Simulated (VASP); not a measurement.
# TaAs (I4_1md) in VASP: electric field gradients with PBEsol

Aim: the electric field gradients of TaAs with PBEsol.

All numbers are computed with VASP 6.6.1; they aren't measurements. Logs are shortened: lines on timing, memory, paths and dates and some standing lists are left out, and cuts for length are marked.

### 1 The cell of the first run

Symmetry: I4_1md, No. 109, tetragonal system. The conventional cell has a = 3.430 Å, b = 3.430 Å, c = 11.581 Å, α = 90.00°, β = 90.00°, γ = 90.00°. Ta (site symmetry 2mm) has 6 As at 2.59 to 2.60 Å and 8 Ta at 3.37 to 3.43 Å within 3.5 Å. As (site symmetry 2mm) has 6 Ta at 2.59 to 2.60 Å and 8 As at 3.37 to 3.43 Å within 3.5 Å.

### 2 Electric field gradients, PBEsol

Input file INCAR:

```
SYSTEM = TaAs
  PREC = Accurate
  ENCUT = 400
  EDIFF = 1E-8
  ISMEAR = -1
  SIGMA = 0.15
  LREAL = .False.
  LASPH = .True.
  NELM = 120
  ALGO = Normal
  ISIF = 2
  LWAVE = .False.
  LCHARG = .False.
  GGA = PS
  LEFG = .True.
  NBANDS = 24
  GGA_COMPAT = .False.
```

Input file KPOINTS:

```
regular mesh
0
Gamma
  18 18 18
  0 0 0
```

Input file POSCAR:

```
TaAs
1.0
   -1.7147910607      1.7147910607      5.7907220024
    1.7147910607     -1.7147910607      5.7907220024
    1.7147910607      1.7147910607     -5.7907220024
Ta As
2 2
Direct
    0.5003124942      1.0003124942      0.5000000000
    0.7503124942      0.7503124942      0.0000000000
    0.0822869258      0.5822869258      0.5000000000
    0.3322869258      0.3322869258      0.0000000000
```

Potentials or basis: VASP PAW PBE potentials, release 64 (Ta_pv, As).

Started as:

```console
$ cat potpaw_PBE.64/Ta_pv/POTCAR potpaw_PBE.64/As/POTCAR > POTCAR
$ mpirun -np 1 vasp_std > vasp.out
```

OUTCAR:

```text
SYSTEM = TaAs
   PREC = Accurate
   ENCUT = 400
   EDIFF = 1E-8
   ISMEAR = -1
   LREAL = .False.
   LASPH = .True.
   NELM = 120
   ISIF = 2
   GGA = PS

 ion  position               nearest neighbor table
   1  0.500  0.000  0.500-   4 2.59   4 2.59   3 2.60   3 2.60   3 2.60   3 2.60   2 3.37   2 3.37
                             2 3.37   2 3.37
   2  0.750  0.750  0.000-   3 2.59   3 2.59   4 2.60   4 2.60   4 2.60   4 2.60   1 3.37   1 3.37
                             1 3.37   1 3.37
   3  0.082  0.582  0.500-   2 2.59   2 2.59   1 2.60   1 2.60   1 2.60   1 2.60
   4  0.332  0.332  0.000-   1 2.59   1 2.59   2 2.60   2 2.60   2 2.60   2 2.60

  LATTYP: Found a body centered tetragonal cell.
 ALAT       =     3.4295821214
 C/A-ratio  =     3.3769256996

  Lattice vectors:

 A1 = (  -1.7147910607,   1.7147910607,   5.7907220024)
 A2 = (   1.7147910607,  -1.7147910607,   5.7907220024)
 A3 = (   1.7147910607,   1.7147910607,  -5.7907220024)

Analysis of symmetry for initial positions (statically):
=====================================================================
 Subroutine PRICEL returns:
 Original cell was already a primitive cell.

 Routine SETGRP: Setting up the symmetry group for a
 body centered tetragonal supercell.

 Subroutine GETGRP returns: Found  8 space group operations
 (whereof  4 operations were pure point group operations)
 out of a pool of 16 trial point group operations.

The static configuration has the point symmetry C_2v.
 The point group associated with its full space group is C_4v.

Analysis of symmetry for dynamics (positions and initial velocities):
=====================================================================
 Subroutine PRICEL returns:
 Original cell was already a primitive cell.

 Routine SETGRP: Setting up the symmetry group for a
 body centered tetragonal supercell.

 Subroutine GETGRP returns: Found  8 space group operations
 (whereof  4 operations were pure point group operations)
 out of a pool of 16 trial point group operations.

The dynamic configuration has the point symmetry C_2v.
 The point group associated with its full space group is C_4v.

 Subroutine INISYM returns: Found  8 space group operations
 (whereof  4 operations are pure point group operations),
 and found     1 'primitive' translations

----------------------------------------------------------------------------------------

                                     Primitive cell

  volume of cell :      68.1107

  direct lattice vectors                    reciprocal lattice vectors
    -1.714791061  1.714791061  5.790722002     0.000000000  0.291580713  0.086345019
     1.714791061 -1.714791061  5.790722002     0.291580713  0.000000000  0.086345019
     1.714791061  1.714791061 -5.790722002     0.291580713  0.291580713  0.000000000

  length of vectors
     6.278015457  6.278015457  6.278015457     0.304096653  0.304096653  0.412357399

  position of ions in fractional coordinates (direct lattice)
     0.500312494  0.000312494  0.500000000
     0.750312494  0.750312494  0.000000000
     0.082286926  0.582286926  0.500000000
     0.332286926  0.332286926  0.000000000

  ion indices of the primitive-cell ions
   primitive index   ion index
                 1           1
                 2           2
                 3           3
                 4           4

----------------------------------------------------------------------------------------

 KPOINTS: regular mesh

Automatic generation of k-mesh.
 Grid dimensions read from file:
 generate k-points for:   18   18   18

 Generating k-lattice:

  Cartesian coordinates                     Fractional coordinates (reciprocal lattice)
     0.000000000  0.016198928  0.004796945     0.055555556  0.000000000  0.000000000
     0.016198928  0.000000000  0.004796945     0.000000000  0.055555556  0.000000000
[... 47 lines left out ...]
   NGXF,Y,Z  is equivalent  to a cutoff of  22.24, 22.24, 22.24 a.u.
 SYSTEM =  TaAs
   PREC   = accura    normal or accurate (medium, high low for compatibility)
   ISTART =      0    job   : 0-new  1-cont  2-samecut
   ICHARG =      2    charge: 1-file 2-atom 10-const
   ISPIN  =      1    spin polarized calculation?
   LNONCOLLINEAR =      F non collinear calculations
   LSORBIT =      F    spin-orbit coupling
   LASPH  =      T    aspherical Exc in radial PAW
   ENCUT  =  400.0 eV  29.40 Ry    5.42 a.u.  10.24 10.24 10.24*2*pi/ulx,y,z
   NELM   =    120;   NELMIN=  2; NELMDL= -5     # of ELM steps
   EDIFF  = 0.1E-07   stopping-criterion for ELM
   LREAL  =      F    real-space projection
   EDIFFG = 0.1E-06   stopping-criterion for IOM
   NSW    =      0    number of steps for IOM
   IBRION =     -1    ionic relax: 0-MD 1-quasi-New 2-CG
   NFREE  =      0    steps in history (QN), initial steepest desc. (CG)
   ISIF   =      2    stress and relaxation
   ISYM   =      2    0-nonsym 1-usesym 2-fastsym
   POTIM  = 0.5000    time-step for ionic-motion
   TEBEG  =    0.0;   TEEND  =   0.0 temperature during run
   PSTRESS=    0.0 pullay stress
   NELECT =      32.0000    total number of electrons
   NUPDOWN=      -1.0000    fix difference up-down
   EMIN   =  10.00;   EMAX   =-10.00  energy-range for DOS
   EFERMI =   0.00;   METHOD = LEGACY
   ISMEAR =    -1;   SIGMA  =   0.15  broadening in eV -4-tet -1-fermi 0-gaus
   EFERMI_NEDOS =   21; number of points for ismear=-14 and -15
   IALGO  =     38    algorithm
   IMIX   =      4    mixing-type and parameters
     AMIX     =   0.40;   BMIX     =  1.00
     AMIX_MAG =   1.60;   BMIX_MAG =  1.00
  volume/ion in A,a.u.               =      17.03       114.91
  Fermi-wavevector in a.u.,A,eV,Ry     =   1.272682  2.405020 22.037609  1.619719
  Thomas-Fermi vector in A             =   2.405547
   LORBIT       =      0    0 simple, 1 ext, 2 COOP (PROOUT), +10 PAW based schemes
   GGA     = PS    functional components
   LHFCALC =     F    Hartree Fock is set to
   AEXX    =    0.0000 exact exchange contribution
   IVDW    =     0    specifies the selected vdW correction
   LEPSILON=     F    determine dielectric tensor
   LRPA    =     F    only Hartree local field effects (RPA)
 non-spin polarized calculation
  energy-cutoff  :      400.00
  volume of cell :       68.11
 maximum number of plane-waves:      1266
 NGX is ok and might be reduce to    42
   NGX = 21   NGY = 21   NGZ = 21

 number of electron      32.0000001 magnetization

 Free energy of the ion-electron system (eV)
  ---------------------------------------------------
  ext. energy  EPLUGINS =         0.00000000
  ---------------------------------------------------
  free energy    TOTEN  =       -37.75004306 eV

  energy without entropy =      -37.69256152  energy(sigma->0) =      -37.72130229

 E-fermi :   6.9770     XC(G=0): -12.1173

 val. band max:        6.9588098180   @ k =  -0.2222   0.2778   0.2222
 cond. band min:       6.9772434076   @ k =  -0.2222   0.5000   0.2222
 fundamental gap:      0.0184335896
 Fermi energy:         6.9769848304

 k-point     1 :       0.0000    0.0000    0.0000
  band No.  band energies     occupation
      1     -27.8552      2.00000
      2     -27.8046      2.00000
      3     -27.8046      2.00000
      4     -27.6480      2.00000
      5     -27.6480      2.00000
      6     -27.5875      2.00000
[... 637 lines left out ...]
     23      11.8389      0.00000
     24      12.5780      0.00000

 [... further k-points ...]

------------------------ aborting loop because EDIFF is reached ----------------------------------------

  FORCE on cell =-STRESS in cart. coord.  units (eV):
  Direction    XX          YY          ZZ          XY          YZ          ZX
  --------------------------------------------------------------------------------------
  -------------------------------------------------------------------------------------
  Total        0.2908250      0.2908250      0.2256190      0.0000000      0.0000000      0.0000000
  in kB        6.8411205      6.8411205      5.3072697      0.0000000      0.0000000      0.0000000
  external PRESSURE =       6.3298369 kB  Pullay stress =       0.0000000 kB

 VOLUME and BASIS-vectors are now :
 -----------------------------------------------------------------------------
  energy-cutoff  :      400.00
  volume of cell :       68.11
      direct lattice vectors                 reciprocal lattice vectors
    -1.714791061  1.714791061  5.790722002     0.000000000  0.291580713  0.086345019
     1.714791061 -1.714791061  5.790722002     0.291580713  0.000000000  0.086345019
     1.714791061  1.714791061 -5.790722002     0.291580713  0.291580713  0.000000000

 POSITION                                       TOTAL-FORCE (eV/Angst)
 -----------------------------------------------------------------------------------
      0.00000      1.71479      0.00362        -0.000000      0.000000      0.002645
      0.00000      0.00000      8.68970         0.000000     -0.000000      0.002645
      1.71479      0.00000      0.95300        -0.000000     -0.000000     -0.002645
      0.00000      0.00000      3.84836        -0.000000     -0.000000     -0.002645
 -----------------------------------------------------------------------------------
    total drift:                                0.000001      0.000001      0.000110

  FREE ENERGIE OF THE ION-ELECTRON SYSTEM (eV)
  ---------------------------------------------------
  free  energy   TOTEN  =       -37.7500430637 eV

  energy  without entropy=      -37.6925615231  energy(sigma->0) =      -37.72130229

 Electric field gradients (V/A^2)
---------------------------------------------------------------------
 ion       V_xx      V_yy      V_zz      V_xy      V_xz      V_yz
---------------------------------------------------------------------
   1      14.301   -19.136     4.835     0.001     0.001     0.001
   2     -19.136    14.301     4.835     0.001     0.001     0.001
   3      -7.062   -16.204    23.266     0.000    -0.000    -0.000
   4     -16.204    -7.062    23.266     0.000    -0.000    -0.000
---------------------------------------------------------------------

 Electric field gradients after diagonalization (V/A^2)
 (convention: |V_zz| > |V_xx| > |V_yy|)
----------------------------------------------------------------------
 ion       V_xx      V_yy      V_zz     asymmetry (V_yy - V_xx)/ V_zz
----------------------------------------------------------------------
   1      14.301     4.835   -19.136       0.495
   2      14.301     4.835   -19.136       0.495
   3     -16.204    -7.062    23.266       0.393
   4     -16.204    -7.062    23.266       0.393
----------------------------------------------------------------------

           NMR quadrupolar parameters

 Cq : quadrupolar parameter    Cq=e*Q*V_zz/h
 eta: asymmetry parameters     (V_yy - V_xx)/ V_zz
 Q  : nuclear electric quadrupole moment in mb (millibarn)
----------------------------------------------------------------------
 ion       Cq(MHz)       eta       Q (mb)
----------------------------------------------------------------------
   1      -0.046       0.495       1.000
   2      -0.046       0.495       1.000
   3       0.056       0.393       1.000
   4       0.056       0.393       1.000
----------------------------------------------------------------------
```

It took 33 min on 1 thread of Oxide Virtual Turin-like, shared host; peak memory 0.6 GiB.

What came out:

- Free energy: -37.7500 eV
- Pressure: 0.6 GPa
- Band gap on the k mesh: zero (bands 16 and 17 overlap by 0.04 eV)
- Largest electric field gradient by atom: Ta -19.1; As +23.3 V/Å²

Forces on the atoms (eV/Å):
```
Ta   0.000  0.000  0.003
Ta   0.000  0.000  0.003
As   0.000  0.000 -0.003
As   0.000  0.000 -0.003
```

Levels at points of the mesh, in eV from the Fermi level:
```
           k point  band 12  band 13  band 14  band 15  band 16  band 17  band 18  band 19  band 20  band 21
(0.00, 0.00, 0.00)    -2.46    -2.36    -1.92    -1.60    -1.60     0.95     1.65     2.47     3.21     3.21
(0.50, 0.00, 0.00)    -3.47    -2.45    -2.26    -1.55    -0.17     0.16     1.47     2.38     2.55     3.16
(0.50, 0.50, 0.00)    -5.11    -3.15    -3.15    -1.10    -1.10     2.90     2.90     3.21     3.21     4.01
(0.50, 0.50, 0.50)    -2.89    -2.84    -2.84    -0.88    -0.88     1.28     1.28     2.43     2.43     3.29
```

Electric field gradients, principal values (V/Å²):
```tsv
atom	least	middle	greatest (by size)
1 Ta	4.835	14.301	-19.136
2 Ta	4.835	14.301	-19.136
3 As	-7.062	-16.204	23.266
4 As	-7.062	-16.204	23.266
```

Caveat: without QUAD_EFG the Cq values of the log hold for a quadrupole moment of 1 mb, not for the nuclei; the PAW data sets were made with another functional, which shifts forces and pressure a little; spin-orbit coupling is left out, which moves the levels of the heavy elements.
